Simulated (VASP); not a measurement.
# TiB (F-43m) in VASP: elastic constants with LDA

Aim: the elastic constants of TiB with LDA.

Program: VASP 6.6.1. These are calculated values, not measurements. Logs are shortened: lines on timing, memory, paths and dates and some standing lists are left out, and cuts for length are marked.

## (1) The cell of the first run

Symmetry: F-43m, No. 216, cubic system. Conventional cell: a = 4.797 Å, b = 4.797 Å, c = 4.797 Å, α = 90.00°, β = 90.00°, γ = 90.00°. Within 2.8 Å of Ti (site symmetry -43m) lie 4 B at 2.08 Å. Within 2.8 Å of B (site symmetry -43m) lie 4 Ti at 2.08 Å.

## (2) Elastic constants, LDA

Contents of INCAR:

```
PREC     = Accurate       # precision mode
ENCUT    = 600            # plane-wave cutoff, eV
EDIFF    = 1E-8           # SCF threshold, eV
ISMEAR   = -1             # smearing method
SIGMA    = 0.15           # smearing width, eV
LREAL    = F              # projectors in reciprocal space
LASPH    = T              # aspherical terms in the spheres
NELM     = 100            # most SCF steps
ALGO     = Normal         # electronic algorithm
ISIF     = 3              # what is computed and relaxed
LWAVE    = F              # write WAVECAR
LCHARG   = F              # write CHGCAR
GGA      = CA             # functional
NBANDS   = 14             # bands
IBRION   = 6              # ionic algorithm
NFREE    = 2            
POTIM    = 0.015          # step
NSW      = 1              # ionic steps
```

Contents of KPOINTS:

```
regular mesh
0
Gamma
  16 16 16
```

Contents of POSCAR:

```
TiB
1.0
    0.0000000000      2.3986911122      2.3986911122
    2.3986911122      0.0000000000      2.3986911122
    2.3986911122      2.3986911122      0.0000000000
Ti B
1 1
Direct
    0.7500000000      0.7500000000      0.7500000000
    0.0000000000      0.0000000000      0.0000000000
```

Potentials or basis: VASP PAW LDA potentials, release 64 (Ti_sv, B).

Command:

```bash
$ cat potpaw_LDA.64/Ti_sv/POTCAR potpaw_LDA.64/B/POTCAR > POTCAR
$ mpirun -np 1 vasp_std > vasp.out
```

OUTCAR:

```text
PREC = Accurate
   ENCUT = 600
   EDIFF = 1E-8
   ISMEAR = -1
   LREAL = F
   LASPH = T
   NELM = 100
   ISIF = 3
   GGA = CA
   IBRION = 6
   NFREE = 2
   POTIM = 0.015
   NSW = 1

 ion  position               nearest neighbor table
   1  0.750  0.750  0.750-   2 2.08   2 2.08   2 2.08   2 2.08
   2  0.000  0.000  0.000-   1 2.08   1 2.08   1 2.08   1 2.08

  LATTYP: Found a face centered cubic cell.
 ALAT       =     4.7973822244

  Lattice vectors:

 A1 = (   0.0000000000,   2.3986911122,   2.3986911122)
 A2 = (   2.3986911122,   0.0000000000,   2.3986911122)
 A3 = (   2.3986911122,   2.3986911122,   0.0000000000)

Analysis of symmetry for initial positions (statically):
=====================================================================
 Subroutine PRICEL returns:
 Original cell was already a primitive cell.

 Routine SETGRP: Setting up the symmetry group for a
 face centered cubic supercell.

 Subroutine GETGRP returns: Found 24 space group operations
 (whereof 24 operations were pure point group operations)
 out of a pool of 48 trial point group operations.

The static configuration has the point symmetry T_d .

Analysis of symmetry for dynamics (positions and initial velocities):
=====================================================================
 Subroutine PRICEL returns:
 Original cell was already a primitive cell.

 Routine SETGRP: Setting up the symmetry group for a
 face centered cubic supercell.

 Subroutine GETGRP returns: Found 24 space group operations
 (whereof 24 operations were pure point group operations)
 out of a pool of 48 trial point group operations.

The dynamic configuration has the point symmetry T_d .

 Subroutine INISYM returns: Found 24 space group operations
 (whereof 24 operations are pure point group operations),
 and found     1 'primitive' translations

----------------------------------------------------------------------------------------

                                     Primitive cell

  volume of cell :      27.6028

  direct lattice vectors                    reciprocal lattice vectors
     0.000000000  2.398691112  2.398691112    -0.208447014  0.208447014  0.208447014
     2.398691112  0.000000000  2.398691112     0.208447014 -0.208447014  0.208447014
     2.398691112  2.398691112  0.000000000     0.208447014  0.208447014 -0.208447014

  length of vectors
     3.392261503  3.392261503  3.392261503     0.361040819  0.361040819  0.361040819

  position of ions in fractional coordinates (direct lattice)
     0.750000000  0.750000000  0.750000000
     0.000000000  0.000000000  0.000000000

  ion indices of the primitive-cell ions
   primitive index   ion index
                 1           1
                 2           2

----------------------------------------------------------------------------------------

 KPOINTS: regular mesh

Automatic generation of k-mesh.
 Grid dimensions read from file:
 generate k-points for:   16   16   16

 Generating k-lattice:

  Cartesian coordinates                     Fractional coordinates (reciprocal lattice)
    -0.013027938  0.013027938  0.013027938     0.062500000  0.000000000  0.000000000
     0.013027938 -0.013027938  0.013027938     0.000000000  0.062500000  0.000000000
     0.013027938  0.013027938 -0.013027938     0.000000000  0.000000000  0.062500000

  Length of vectors
     0.022565051  0.022565051  0.022565051

[... 108 lines left out ...]
  -------------------------------------------------------------------------------------
  Total        0.8923834      0.8923834      0.8923834      0.0000000      0.0000000      0.0000000
  in kB       51.7975360     51.7975360     51.7975360      0.0000000      0.0000000      0.0000000
  external PRESSURE =      51.7975360 kB  Pullay stress =       0.0000000 kB
[... 89 lines left out ...]
  FREE ENERGIE OF THE ION-ELECTRON SYSTEM (eV)
  ---------------------------------------------------
  free  energy   TOTEN  =       -14.4585119090 eV

  energy  without entropy=      -14.3421107008  energy(sigma->0) =      -14.40031130

[... ionic steps 4 to 14 ...]

--------------------------------------- Ionic step       15  -------------------------------------------

 number of electron      15.0000001 magnetization

------------------------ aborting loop because EDIFF is reached ----------------------------------------
[... 67 lines left out ...]
--------------------------------------- Ionic step       17  -------------------------------------------

 number of electron      15.0000002 magnetization

 Free energy of the ion-electron system (eV)
  ---------------------------------------------------
  ext. energy  EPLUGINS =         0.00000000
  ---------------------------------------------------
  free energy    TOTEN  =       -14.47254853 eV

  energy without entropy =      -14.35383994  energy(sigma->0) =      -14.41319423

 E-fermi :   5.2825     XC(G=0): -11.1176

 val. band max:        5.2779769833   @ k =   0.0000   0.3125   0.3125
 cond. band min:       5.2939636086   @ k =   0.2500  -0.2500  -0.2500
 fundamental gap:      0.0159866253
 Fermi energy:         5.2824724424

 k-point     1 :       0.0000    0.0000    0.0000
  band No.  band energies     occupation
      1     -49.9508      2.00000
      2     -26.5494      2.00000
      3     -26.5478      2.00000
      4     -26.5464      2.00000
      5      -2.6351      2.00000
      6       4.1139      1.99917
      7       4.1337      1.99906
      8       4.1551      1.99891
      9       7.5444      0.00000
     10       7.5445      0.00000
     11      14.1748      0.00000
     12      14.3705      0.00000
     13      14.4710      0.00000
     14      14.5115      0.00000
[... 377 lines left out ...]
      1     -49.9487      2.00000
      2     -26.5657      2.00000
      3     -26.5539      2.00000
      4     -26.5493      2.00000
      5      -2.4443      2.00000
      6       3.9967      1.99962
      7       4.1994      1.99854
      8       4.2273      1.99824
      9       7.4323      0.00000
     10       7.5462      0.00000
     11      13.9537      0.00000
     12      14.0474      0.00000
     13      14.4212      0.00000
     14      14.6296      0.00000

 [... further k-points ...]

------------------------ aborting loop because EDIFF is reached ----------------------------------------

  FORCE on cell =-STRESS in cart. coord.  units (eV):
  Direction    XX          YY          ZZ          XY          YZ          ZX
  --------------------------------------------------------------------------------------
  -------------------------------------------------------------------------------------
  Total        0.8898405      0.8968017      0.8968017     -0.0000000      0.1968729      0.0000000
  in kB       51.6499329     52.0539916     52.0539916     -0.0000000     11.4272987      0.0000000
  external PRESSURE =      51.9193054 kB  Pullay stress =       0.0000000 kB
[... 17 lines left out ...]
  FREE ENERGIE OF THE ION-ELECTRON SYSTEM (eV)
  ---------------------------------------------------
  free  energy   TOTEN  =       -14.4725485305 eV

  energy  without entropy=      -14.3538399372  energy(sigma->0) =      -14.41319423

 INTERNAL STRAIN TENSORS FROM STRAINED CELLS
 ============================================

 INTERNAL STRAIN TENSOR FOR ION    1 for displacements in x,y,z  (eV/Angst):
          X           Y           Z          XY          YZ          ZX
  --------------------------------------------------------------------------------
  x     0.00000     0.00000     0.00000     0.00000    13.10445    -0.00000
  y     0.00000     0.00000     0.00000     0.00000    -0.00000    13.10505
  z     0.00000     0.00000     0.00000    13.10513    -0.00000    -0.00000

 INTERNAL STRAIN TENSORS FROM DISPLACED ATOMS
 ============================================

 INTERNAL STRAIN TENSOR FOR ION    1 for displacements in x,y,z  (eV/Angst):
          X           Y           Z          XY          YZ          ZX
  --------------------------------------------------------------------------------
  x    -0.00000     0.00000     0.00000     0.00000    13.09861     0.00000
  y    -0.00000     0.00000    -0.00000     0.00000     0.00000    13.09861
  z     0.00000     0.00000    -0.00000    13.09861     0.00000     0.00000

 INTERNAL STRAIN TENSOR FOR ION    2 for displacements in x,y,z  (eV/Angst):
          X           Y           Z          XY          YZ          ZX
  --------------------------------------------------------------------------------
  x     0.00000     0.00000     0.00000    -0.00000   -13.10876     0.00000
  y     0.00000    -0.00000     0.00000     0.00000    -0.00000   -13.10876
  z     0.00000     0.00000     0.00000   -13.10876     0.00000    -0.00000

 Eigenvectors and eigenvalues of the dynamical matrix
 ----------------------------------------------------

   1 f  =   17.246278 THz   108.361559 2PiTHz  575.273905 cm-1    71.324842 meV
             X         Y         Z           dx          dy          dz
      3.598037  3.598037  3.598037     0.429191   -0.000000   -0.000000
      0.000000  0.000000  0.000000    -0.903214   -0.000000   -0.000000
[... 21 lines left out ...]
   6 f/i=    0.000073 THz     0.000459 2PiTHz    0.002438 cm-1     0.000302 meV
             X         Y         Z           dx          dy          dz
      3.598037  3.598037  3.598037    -0.451607    0.638668    0.451607
      0.000000  0.000000  0.000000    -0.214596    0.303484    0.214596

--------------------------------------------------------------------------------------------------------

 ELASTIC MODULI CONTR FROM IONIC RELAXATION (kBar)
 Direction    XX          YY          ZZ          XY          YZ          ZX
 --------------------------------------------------------------------------------
 XX          -0.0000      0.0000      0.0000     -0.0000      0.0000      0.0000
 YY           0.0000     -0.0000      0.0000     -0.0000     -0.0000     -0.0000
 ZZ           0.0000      0.0000     -0.0000      0.0000     -0.0000      0.0000
 XY          -0.0000     -0.0000      0.0000   -928.5468     -0.0000     -0.0000
 YZ           0.0000     -0.0000     -0.0000     -0.0000   -928.5468     -0.0000
 ZX           0.0000     -0.0000      0.0000     -0.0000     -0.0000   -928.5468
 --------------------------------------------------------------------------------

 TOTAL ELASTIC MODULI (kBar)
 Direction    XX          YY          ZZ          XY          YZ          ZX
 --------------------------------------------------------------------------------
 XX         915.5483   1420.8583   1420.8583     -0.0000      0.0000      0.0000
 YY        1420.8583    915.5483   1420.8583     -0.0000     -0.0000     -0.0000
 ZZ        1420.8583   1420.8583    915.5483      0.0000     -0.0000      0.0000
 XY          -0.0000     -0.0000      0.0000    -76.7891     -0.0000      0.0000
 YZ           0.0000     -0.0000     -0.0000     -0.0000    -76.7891      0.0000
 ZX           0.0000     -0.0000      0.0000      0.0000      0.0000    -76.7891
 --------------------------------------------------------------------------------
```

Run time: 30 min. Hardware: 1 thread of Intel Xeon 6975P-C (Granite Rapids), shared host; peak memory 0.9 GiB.

Results:

```
Elastic constants C11, C12, C44 : 92, 142, -8 GPa
Voigt bulk modulus              : 125 GPa
Highest phonon frequency at Γ   : 575 cm⁻¹
```

Phonon frequencies in cm⁻¹ (negative: imaginary):
| q point | frequencies |
| --- | --- |
| (0.000, 0.000, 0.000) | 0 0 0 575 575 575 |

Elastic tensor in Voigt notation (GPa, in the Cartesian axes of the cell as first typed):
```
 92 142 142   0   0   0
142  92 142   0   0   0
142 142  92   0   0   0
  0   0   0  -8   0   0
  0   0   0   0  -8   0
  0   0   0   0   0  -8
```

Clamped-ion elastic tensor (GPa):
```
 92 142 142   0   0   0
142  92 142   0   0   0
142 142  92   0   0   0
  0   0   0  85   0   0
  0   0   0   0  85   0
  0   0   0   0   0  85
```

Caveat: the cell is under stress, which shifts elastic constants; the elastic tensor has a negative eigenvalue, so either the cell is unstable as it stands or the mesh is too thin.
